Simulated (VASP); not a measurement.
# Ta (Im-3m) in VASP: further runs

Runs on Ta. Level: r2SCAN. Tasks: single point.

All numbers are computed with VASP 6.6.1; they aren't measurements. Logs are shortened: lines on timing, memory, paths and dates and some standing lists are left out, and cuts for length are marked.

## 1. The cell of the first run

The structure is cubic, space group Im-3m (No. 229). Conventional cell: a = 3.237 Å, b = 3.237 Å, c = 3.237 Å, α = 90.00°, β = 90.00°, γ = 90.00°. Ta (site symmetry m-3m) has 14 Ta at 2.80 to 3.24 Å within 3.7 Å.

## 2. Single point, r2SCAN (16.96 Å³/atom)

The input, POSCAR:

```
Ta
1.0
   -1.6185570610      1.6185570610      1.6185570610
    1.6185570610     -1.6185570610      1.6185570610
    1.6185570610      1.6185570610     -1.6185570610
Ta
1
Direct
    0.0000000000      0.0000000000      0.0000000000
```

The input, INCAR.step1:

```
PREC = Accurate
ENCUT = 520
ISMEAR = 0
SIGMA = 0.1
LREAL = F
LASPH = T
NELM = 60
NBANDS = 12
GGA = PE
ALGO = Normal
EDIFF = 1E-4
LWAVE = T
LCHARG = F
```

The input, INCAR.step2:

```
PREC = Accurate
ENCUT = 520
EDIFF = 1E-6
ISMEAR = 0
SIGMA = 0.1
LREAL = F
LASPH = T
NELM = 60
ALGO = Normal
ISIF = 2
LWAVE = F
LCHARG = T
METAGGA = R2SCAN
LMIXTAU = T
LELF = T
LVHAR = T
NBANDS = 12
ISTART = 1
```

The input, KPOINTS:

```
Automatic mesh
0
Gamma
  18 18 18
```

Potentials or basis: VASP PAW PBE potentials, release 64 (Ta_pv).

Command:

```sh
> cat potpaw_PBE.64/Ta_pv/POTCAR > POTCAR
> cp INCAR.step1 INCAR
> mpirun -np 1 vasp_std > vasp.out
> cp INCAR.step2 INCAR
> mpirun -np 1 vasp_std > vasp.out
```

OUTCAR:

```text
PREC = Accurate
   ENCUT = 520
   EDIFF = 1E-6
   ISMEAR = 0
   LREAL = F
   LASPH = T
   NELM = 60
   ISIF = 2
   METAGGA = R2SCAN
   ISTART = 1

 ion  position               nearest neighbor table
   1  0.000  0.000  0.000-

  LATTYP: Found a body centered cubic cell.
 ALAT       =     3.2371141220

  Lattice vectors:

 A1 = (  -1.6185570610,   1.6185570610,   1.6185570610)
 A2 = (   1.6185570610,  -1.6185570610,   1.6185570610)
 A3 = (   1.6185570610,   1.6185570610,  -1.6185570610)

Analysis of symmetry for initial positions (statically):
=====================================================================
 Subroutine PRICEL returns:
 Original cell was already a primitive cell.

 Routine SETGRP: Setting up the symmetry group for a
 body centered cubic supercell.

 Subroutine GETGRP returns: Found 48 space group operations
 (whereof 48 operations were pure point group operations)
 out of a pool of 48 trial point group operations.

The static configuration has the point symmetry O_h .

Analysis of symmetry for dynamics (positions and initial velocities):
=====================================================================
 Subroutine PRICEL returns:
 Original cell was already a primitive cell.

 Routine SETGRP: Setting up the symmetry group for a
 body centered cubic supercell.

 Subroutine GETGRP returns: Found 48 space group operations
 (whereof 48 operations were pure point group operations)
 out of a pool of 48 trial point group operations.

The dynamic configuration has the point symmetry O_h .

 Subroutine INISYM returns: Found 48 space group operations
 (whereof 48 operations are pure point group operations),
 and found     1 'primitive' translations

----------------------------------------------------------------------------------------

                                     Primitive cell

  volume of cell :      16.9607

  direct lattice vectors                    reciprocal lattice vectors
    -1.618557061  1.618557061  1.618557061     0.000000000  0.308917129  0.308917129
     1.618557061 -1.618557061  1.618557061     0.308917129  0.000000000  0.308917129
     1.618557061  1.618557061 -1.618557061     0.308917129  0.308917129  0.000000000

  length of vectors
     2.803423065  2.803423065  2.803423065     0.436874793  0.436874793  0.436874793

  position of ions in fractional coordinates (direct lattice)
     0.000000000  0.000000000  0.000000000

  ion indices of the primitive-cell ions
   primitive index   ion index
                 1           1

----------------------------------------------------------------------------------------

 KPOINTS: Automatic mesh

Automatic generation of k-mesh.
 Grid dimensions read from file:
 generate k-points for:   18   18   18

 Generating k-lattice:

  Cartesian coordinates                     Fractional coordinates (reciprocal lattice)
     0.000000000  0.017162063  0.017162063     0.055555556  0.000000000  0.000000000
     0.017162063  0.000000000  0.017162063     0.000000000  0.055555556  0.000000000
     0.017162063  0.017162063  0.000000000     0.000000000  0.000000000  0.055555556

  Length of vectors
     0.024270822  0.024270822  0.024270822

  Shift w.r.t. Gamma in fractional coordinates (k-lattice)
     0.000000000  0.000000000  0.000000000

 Subroutine IBZKPT returns following result:
 ===========================================

 Found    195 irreducible k-points:

 Following reciprocal coordinates:
            Coordinates               Weight
  0.000000  0.000000  0.000000      1.000000
  0.055556  0.000000  0.000000     12.000000
  0.111111  0.000000  0.000000     12.000000
  0.166667  0.000000  0.000000     12.000000
  0.222222  0.000000  0.000000     12.000000
  0.277778  0.000000  0.000000     12.000000
[... 16 lines left out ...]
  0.333333  0.111111  0.000000     48.000000
  0.388889  0.111111  0.000000     48.000000
 [... further k-points ...]
   k-points           NKPTS =    195   k-points in BZ     NKDIM =    195   number of bands    NBANDS=     12
   number of dos      NEDOS =    301   number of ions     NIONS =      1
   total plane-waves  NPLWV =  13824
   dimension x,y,z NGX =    24 NGY =   24 NGZ =   24
   dimension x,y,z NGXF=    48 NGYF=   48 NGZF=   48
   ions per type =               1
   NGX,Y,Z   is equivalent  to a cutoff of  14.23, 14.23, 14.23 a.u.
   NGXF,Y,Z  is equivalent  to a cutoff of  28.46, 28.46, 28.46 a.u.
 SYSTEM =  unknown system
   PREC   = accura    normal or accurate (medium, high low for compatibility)
   ISTART =      1    job   : 0-new  1-cont  2-samecut
   ICHARG =      0    charge: 1-file 2-atom 10-const
   ISPIN  =      1    spin polarized calculation?
   LNONCOLLINEAR =      F non collinear calculations
   LSORBIT =      F    spin-orbit coupling
   LASPH  =      T    aspherical Exc in radial PAW
   ENCUT  =  520.0 eV  38.22 Ry    6.18 a.u.   5.21  5.21  5.21*2*pi/ulx,y,z
   NELM   =     60;   NELMIN=  2; NELMDL=  0     # of ELM steps
   EDIFF  = 0.1E-05   stopping-criterion for ELM
   LREAL  =      F    real-space projection
   EDIFFG = 0.1E-04   stopping-criterion for IOM
   NSW    =      0    number of steps for IOM
   IBRION =     -1    ionic relax: 0-MD 1-quasi-New 2-CG
   NFREE  =      0    steps in history (QN), initial steepest desc. (CG)
   ISIF   =      2    stress and relaxation
   ISYM   =      2    0-nonsym 1-usesym 2-fastsym
   POTIM  = 0.5000    time-step for ionic-motion
   TEBEG  =    0.0;   TEEND  =   0.0 temperature during run
   PSTRESS=    0.0 pullay stress
   NELECT =      11.0000    total number of electrons
   NUPDOWN=      -1.0000    fix difference up-down
   EMIN   =  10.00;   EMAX   =-10.00  energy-range for DOS
   EFERMI =   0.00;   METHOD = LEGACY
   ISMEAR =     0;   SIGMA  =   0.10  broadening in eV -4-tet -1-fermi 0-gaus
   EFERMI_NEDOS =   21; number of points for ismear=-14 and -15
   IALGO  =     38    algorithm
   IMIX   =      4    mixing-type and parameters
     AMIX     =   0.40;   BMIX     =  1.00
     AMIX_MAG =   1.60;   BMIX_MAG =  1.00
  volume/ion in A,a.u.               =      16.96       114.46
  Fermi-wavevector in a.u.,A,eV,Ry     =   1.417069  2.677872 27.321655  2.008085
  Thomas-Fermi vector in A             =   2.538338
   LORBIT       =      0    0 simple, 1 ext, 2 COOP (PROOUT), +10 PAW based schemes
   METAGGA = R2SCAN    functional components
   LHFCALC =     F    Hartree Fock is set to
   AEXX    =    0.0000 exact exchange contribution
   IVDW    =     0    specifies the selected vdW correction
   LEPSILON=     F    determine dielectric tensor
   LRPA    =     F    only Hartree local field effects (RPA)
 non-spin polarized calculation
 Gauss-broadening in eV      SIGMA  =   0.10
  energy-cutoff  :      520.00
  volume of cell :       16.96
 maximum number of plane-waves:       470
 NGX is ok and might be reduce to    24
   NGX = 11   NGY = 11   NGZ = 11

 number of electron      10.9999998 magnetization

 Free energy of the ion-electron system (eV)
  ---------------------------------------------------
  ext. energy  EPLUGINS =         0.00000000
  ---------------------------------------------------
  free energy    TOTEN  =       -48.53269002 eV

  energy without entropy =      -48.52720495  energy(sigma->0) =      -48.52994749

 E-fermi :   5.8317     XC(G=0): -14.1242

 val. band max:        5.8310002462   @ k =  -0.2778   0.3889   0.1111
 cond. band min:       5.8449160293   @ k =   0.3333   0.0000   0.0000
 fundamental gap:      0.0139157830
 Fermi energy:         5.8316916650

 k-point     1 :       0.0000    0.0000    0.0000
  band No.  band energies     occupation
      1     -28.1448      2.00000
      2     -28.1448      2.00000
      3     -28.1448      2.00000
      4      -2.7337      2.00000
      5       6.6588      0.00000
      6       6.6588      0.00000
      7       6.6588      0.00000
      8      10.3653      0.00000
      9      10.3653      0.00000
     10      18.2248      0.00000
     11      21.8902      0.00000
     12      21.8902      0.00000

 k-point     2 :       0.0556    0.0000    0.0000
  band No.  band energies     occupation
      1     -28.1949      2.00000
      2     -28.1597      2.00000
      3     -28.1452      2.00000
      4      -2.5776      2.00000
      5       6.5540      0.00000
      6       6.6275      0.00000
      7       6.8105      0.00000
      8      10.1884      0.00000
      9      10.3632      0.00000
     10      18.2249      0.00000
     11      22.0345      0.00000
     12      22.1624      0.00000

 k-point     3 :       0.1111    0.0000    0.0000
  band No.  band energies     occupation
      1     -28.3372      2.00000
      2     -28.2024      2.00000
      3     -28.1462      2.00000
      4      -2.1273      2.00000
      5       6.2660      0.00000
      6       6.4975      0.00000
      7       7.2605      0.00000
      8       9.8232      0.00000
      9      10.3667      0.00000
     10      18.2249      0.00000
     11      22.4012      0.00000
     12      22.9501      0.00000

 k-point     4 :       0.1667    0.0000    0.0000
  band No.  band energies     occupation
      1     -28.5498      2.00000
      2     -28.2671      2.00000
      3     -28.1479      2.00000
      4      -1.4385      2.00000
      5       5.8592      0.69741
      6       6.2128      0.00000
      7       7.9941      0.00000
      8       9.5786      0.00000
      9      10.4000      0.00000
     10      18.2249      0.00000
     11      22.7412      0.00000
     12      24.1822      0.00000

 k-point     5 :       0.2222    0.0000    0.0000
  band No.  band energies     occupation
      1     -28.8021      2.00000
      2     -28.3455      2.00000
      3     -28.1499      2.00000
      4      -0.6149      2.00000
      5       5.4061      2.00000
      6       5.8471      0.82758
      7       8.9852      0.00000
      8       9.6008      0.00000
      9      10.4887      0.00000
     10      18.2248      0.00000
     11      22.5829      0.00000
     12      24.7365      0.00000
[... 228 lines left out ...]
      1     -29.0942      2.00000
      2     -28.4446      2.00000
      3     -28.2123      2.00000
      4       0.5694      2.00000
      5       4.9303      2.00000
      6       5.2904      2.00000
      7       9.3813      0.00000
      8      10.7981      0.00000
      9      11.0735      0.00000
     10      18.2246      0.00000
     11      21.9378      0.00000
     12      23.7602      0.00000

 k-point    22 :       0.2778    0.1111   -0.0000
  band No.  band energies     occupation
      1     -29.2935      2.00000
      2     -28.5370      2.00000
      3     -28.2173      2.00000
      4       1.1491      2.00000
      5       4.5922      2.00000
      6       5.4098      2.00000
      7       9.6978      0.00000
      8      11.2208      0.00000
      9      12.1681      0.00000
     10      18.2241      0.00000
     11      20.7345      0.00000
     12      22.4010      0.00000

 k-point    23 :       0.3333    0.1111    0.0000
  band No.  band energies     occupation
      1     -29.4513      2.00000
      2     -28.6127      2.00000
      3     -28.2208      2.00000
      4       1.3906      2.00000
      5       4.3472      2.00000
      6       5.9366      0.13778
      7      10.0003      0.00000
      8      11.3666      0.00000
      9      13.5216      0.00000
     10      18.2230      0.00000
     11      19.7252      0.00000
     12      20.9179      0.00000

 k-point    24 :       0.3889    0.1111    0.0000
  band No.  band energies     occupation
      1     -29.5522      2.00000
      2     -28.6622      2.00000
      3     -28.2229      2.00000
      4       1.4249      2.00000
      5       4.1964      2.00000
      6       6.5820      0.00000
      7      10.1012      0.00000
      8      11.5709      0.00000
      9      14.6274      0.00000
     10      18.2187      0.00000
     11      18.8949      0.00000
     12      19.9306      0.00000

 [... further k-points ...]
[... 5 lines left out ...]
  --------------------------------------------------------------------------------------
  -------------------------------------------------------------------------------------
  Total        1.5681081      1.5681081      1.5681081      0.0000000      0.0000000     -0.0000000
  in kB      148.1298399    148.1298399    148.1298399      0.0000000      0.0000000     -0.0000000
  external PRESSURE =     148.1298399 kB  Pullay stress =       0.0000000 kB

 VOLUME and BASIS-vectors are now :
 -----------------------------------------------------------------------------
  energy-cutoff  :      520.00
  volume of cell :       16.96
      direct lattice vectors                 reciprocal lattice vectors
    -1.618557061  1.618557061  1.618557061     0.000000000  0.308917129  0.308917129
     1.618557061 -1.618557061  1.618557061     0.308917129  0.000000000  0.308917129
     1.618557061  1.618557061 -1.618557061     0.308917129  0.308917129  0.000000000

 POSITION                                       TOTAL-FORCE (eV/Angst)
 -----------------------------------------------------------------------------------
      0.00000      0.00000      0.00000        -0.000000     -0.000000     -0.000000
 -----------------------------------------------------------------------------------
    total drift:                                0.000000      0.000000     -0.000000

  FREE ENERGIE OF THE ION-ELECTRON SYSTEM (eV)
  ---------------------------------------------------
  free  energy   TOTEN  =       -48.5326900205 eV

  energy  without entropy=      -48.5272049520  energy(sigma->0) =      -48.52994749
```

It took 2.3 min on 1 thread of Intel Xeon 8259CL, shared host; peak memory 0.17 GiB.

Results:

- Free energy: -48.5327 eV
- Pressure: 14.8 GPa
- Band gap on the k mesh: zero (an odd number of electrons rules out a gap without spin polarisation)

Levels at points of the mesh, in eV from the Fermi level:
| k point | band 2 | band 3 | band 4 | band 5 | band 6 | band 7 | band 8 | band 9 |
| --- | --- | --- | --- | --- | --- | --- | --- | --- |
| (0.00, 0.00, 0.00) | -33.98 | -33.98 | -8.57 | 0.83 | 0.83 | 0.83 | 4.53 | 4.53 |
| (0.50, 0.00, 0.00) | -34.45 | -33.99 | -4.86 | -1.77 | 1.78 | 4.45 | 5.59 | 8.69 |
| (0.50, 0.50, 0.50) | -35.00 | -35.00 | -4.35 | -4.35 | 7.62 | 7.62 | 7.62 | 9.61 |

Caveat: the cell stands under pressure; the PAW data sets were made with another functional, which shifts forces and pressure a little; spin-orbit coupling is left out, which moves the levels of the heavy elements.

## 3. Single point, r2SCAN (17.50 Å³/atom)

This run uses another cell than the first one, of 17.50 Å³/atom.

The input, POSCAR:

```
Ta
1.0
   -1.6355957559      1.6355957559      1.6355957559
    1.6355957559     -1.6355957559      1.6355957559
    1.6355957559      1.6355957559     -1.6355957559
Ta
1
Direct
    0.0000000000      0.0000000000      0.0000000000
```

The input, INCAR.step1:

```
  ALGO = Normal
  EDIFF = 1E-4
  ENCUT = 520
  GGA = PE
  ISMEAR = 0
  LASPH = T
  LCHARG = F
  LREAL = F
  LWAVE = T
  NBANDS = 12
  NELM = 100
  PREC = Accurate
  SIGMA = 0.1
```

The input, INCAR.step2:

```
  ALGO = Normal
  EDIFF = 1E-7
  ENCUT = 520
  ISIF = 2
  ISMEAR = 0
  ISTART = 1
  LASPH = T
  LCHARG = F
  LMIXTAU = T
  LREAL = F
  LWAVE = F
  METAGGA = R2SCAN
  NBANDS = 12
  NELM = 100
  PREC = Accurate
  SIGMA = 0.1
```

The input, KPOINTS:

```
k-points
0
Gamma
  18 18 18
```

Potentials or basis: VASP PAW PBE potentials, release 64 (Ta_pv).

Command:

```sh
> cat potpaw_PBE.64/Ta_pv/POTCAR > POTCAR
> cp INCAR.step1 INCAR
> mpirun -np 1 vasp_std > vasp.out
> cp INCAR.step2 INCAR
> mpirun -np 1 vasp_std > vasp.out
```

Run time: 2.2 min. Hardware: 1 thread of Intel Xeon 8259CL, shared host; peak memory 0.17 GiB.

Results (log left out):

```
Free energy            : -48.5698 eV
Pressure               : 7.3 GPa
Band gap on the k mesh : zero (an odd number of electrons rules out a gap without spin polarisation)
```

Levels at points of the mesh, in eV from the Fermi level:
| k point | band 3 | band 4 | band 5 | band 6 | band 7 | band 8 |
| --- | --- | --- | --- | --- | --- | --- |
| (0.00, 0.00, 0.00) | -34.11 | -8.45 | 0.83 | 0.83 | 0.83 | 4.43 |
| (0.50, 0.00, 0.00) | -34.12 | -4.70 | -1.66 | 1.61 | 4.32 | 5.42 |
| (0.50, 0.50, 0.50) | -35.04 | -4.14 | -4.14 | 7.35 | 7.35 | 7.35 |

Caveat: the cell stands under pressure; the PAW data sets were made with another functional, which shifts forces and pressure a little; spin-orbit coupling is left out, which moves the levels of the heavy elements.
